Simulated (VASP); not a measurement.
## Li: single point with r2SCAN

Li:

```
CELL_PARAMETERS angstrom
5.06962 0.00000 0.00000
-2.53481 4.39042 0.00000
0.00000 0.00000 2.95933
ATOMIC_POSITIONS crystal
Li 0.00000 0.00000 0.00000
Li 0.66667 0.33333 0.50000
Li 0.33333 0.66667 0.50000
```

This isn't the form of Li at room conditions, which is bcc.

```yaml
Program: VASP 6.6.1
Task: single point
Functional: r2SCAN
Potentials_or_basis: VASP PAW PBE potentials, release 64 (Li_sv)
Cutoff: 520 eV
k_mesh: 7 × 7 × 10
Occupations: fermi-dirac, width 0.2 eV
Spin: no spin polarisation
Dipole_correction: no
Further_INCAR_settings: ALGO = Normal; EDIFF = 1e-06; NBANDS = 12
```

| Property | Result |
| --- | --- |
| Band gap on the k mesh | zero (an odd number of electrons rules out a gap without spin polarisation) |

Levels at points of the mesh, in eV from the Fermi level:
| k point | band 2 | band 3 | band 4 | band 5 | band 6 | band 7 |
| --- | --- | --- | --- | --- | --- | --- |
| (0.00, 0.00, 0.00) | -48.34 | -48.24 | -3.73 | 2.17 | 2.17 | 2.22 |
| (0.00, 0.00, 0.50) | -48.33 | -48.24 | -0.52 | 0.14 | 5.65 | 5.72 |

It took 3.2 min on 1 thread of Intel Xeon 8259CL (shared host), peak memory 0.2 GiB.
